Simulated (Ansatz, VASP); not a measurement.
**Ti2WC3 in VASP and in Ansatz**

```
Ti W C
1.0
     1.53299   -2.65549   -0.00003
    -4.60136   -2.65686    0.00104
     0.00130    0.00068   -7.53967
Ti W C
4 2 6
Cartesian
  -3.0655 -3.5410 -2.5212
  0.0013 -3.5389 -2.5215
  -1.5333 -4.4252 -5.0185
  0.0017 -1.7694 -5.0198
  -4.6024 -2.6593 -7.5371
  -1.5361 -2.6559 -7.5392
  -1.5341 -4.4265 -1.2607
  0.0003 -1.7705 -1.2608
  -4.6007 -2.6561 -3.7680
  -1.5331 -2.6555 -3.7689
  -3.0673 -3.5419 -6.2772
  -0.0004 -3.5414 -6.2776
```

Change from the starting cell: cell x2, atoms moved at random (sigma 0.1 Å) and cell strained at random (1.5 %), then relaxed without symmetry.

Alike in both runs: functional PBE; k mesh 8 × 4 × 4; occupations gaussian, width 0.2 eV; no spin polarisation.

Ansatz relaxed the structure, and its values are those at the end. VASP's run is a single point on that final structure, the one shown.

|  | VASP | Ansatz |
| --- | --- | --- |
| version | VASP 6.6.1 | Ansatz 0.2.0 |
| potentials or method | VASP PAW PBE potentials, release 64 (Ti_sv, W_sv, C), cutoff 520 eV | scalar-relativistic, plane waves, PAW |
| valence electrons in the cell | 100 | 100 |

```csv
,VASP,Ansatz,Ansatz less VASP
gap on the k mesh at the Fermi level (eV),none,none,-
pressure (GPa),0.5,0.1,-0.45
rms of the force components (eV/Å),0.011,0.009,-0.0012
```

A gap of «none» marks a metal or a gap that the smearing closes.

Neither program's run includes spin-orbit coupling.
